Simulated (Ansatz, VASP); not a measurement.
# Two plane-wave programs on SnO

```
Sn O
1.0
     3.86817    0.00000    0.00000
     0.00000    5.06728    0.00000
     0.00000    0.00000   24.67043
Sn O
6 6
Direct
  0.00000 0.22874 0.30401
  0.50000 0.77126 0.38240
  0.00000 0.22874 0.46080
  0.50000 0.77126 0.53920
  0.00000 0.22874 0.61760
  0.50000 0.77126 0.69599
  0.50000 0.00000 0.30401
  0.00000 0.00000 0.38240
  0.50000 0.00000 0.46080
  0.00000 0.00000 0.53920
  0.50000 0.00000 0.61760
  0.00000 0.00000 0.69599
```

Alike in both runs: task single point; functional PBE; k mesh 9 × 7 × 1; occupations gaussian, width 0.05 eV; no spin polarisation.

|  | VASP | Ansatz |
| --- | --- | --- |
| version | VASP 6.6.1 | Ansatz 0.2.0 |
| potentials or method | VASP PAW PBE potentials, release 64 (Sn_d, O), cutoff 520 eV | scalar-relativistic, plane waves, PAW |
| valence electrons in the cell | 120 | 120 |

Ansatz gave:

- gap on the k mesh at the Fermi level (eV): 0.83
- least direct gap on the mesh (eV): 1.70
- rms of the force components (eV/Å): 0.363

Problem. What did VASP give for the same quantities?

Solution. gap on the k mesh at the Fermi level (eV): 0.83; least direct gap on the mesh (eV): 1.68; rms of the force components (eV/Å): 0.349.

With one functional, cell and mesh, what is left measures potentials, basis and numerics. Ansatz's warnings: xc potential rough in thin density.
